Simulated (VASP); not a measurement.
Here is a VASP 6.6.1 calculation.

Contents of INCAR:

```
ALGO = Normal
EDIFF = 1E-6
ENCUT = 520
GGA = PS
ISIF = 2
ISMEAR = 0
LASPH = T
LCHARG = T
LELF = T
LREAL = F
LVHAR = T
LWAVE = F
NBANDS = 31
NELM = 60
PREC = Accurate
SIGMA = 0.01
```

File KPOINTS:

```
k-points
0
Gamma
  8 8 8
```

Contents of POSCAR:

```
Si7Ge
1.0
    5.2957873595      0.0000000000      0.0000000000
    0.0000000000      5.2957873595      0.0000000000
    0.0000000000      0.0000000000      5.2957873595
Si Ge
7 1
Direct
    0.2525638938      0.2525638938      0.2525638938
    0.0000000000      0.5000000000      0.5000000000
    0.5000000000      0.5000000000      0.0000000000
    0.5000000000      0.0000000000      0.5000000000
    0.7474361062      0.2525638938      0.7474361062
    0.7474361062      0.7474361062      0.2525638938
    0.2525638938      0.7474361062      0.7474361062
    0.0000000000      0.0000000000      0.0000000000
```

Potentials or basis: VASP PAW PBE potentials, release 64 (Si, Ge_d).

Command:

```bash
$ cat potpaw_PBE.64/Si/POTCAR potpaw_PBE.64/Ge_d/POTCAR > POTCAR
$ mpirun -np 1 vasp_std > vasp.out
```

Question: Predict the largest force.

Answer: 0.012 eV/Å.

Question: Estimate the pressure.

Answer: 10.1 GPa.

Question: What does it give for the band gap on the k mesh?

Answer: 0.08 eV, direct.

Forces in eV/Å, atoms in the order of the input:
```
Si  -0.007 -0.007 -0.007
Si   0.000  0.000  0.000
Si   0.000  0.000  0.000
Si   0.000  0.000  0.000
Si   0.007 -0.007  0.007
Si   0.007  0.007 -0.007
Si  -0.007  0.007  0.007
Ge   0.000  0.000  0.000
```

Caveat: the PAW data sets were made with another functional, which shifts forces and pressure a little. A k mesh can miss the band edges.
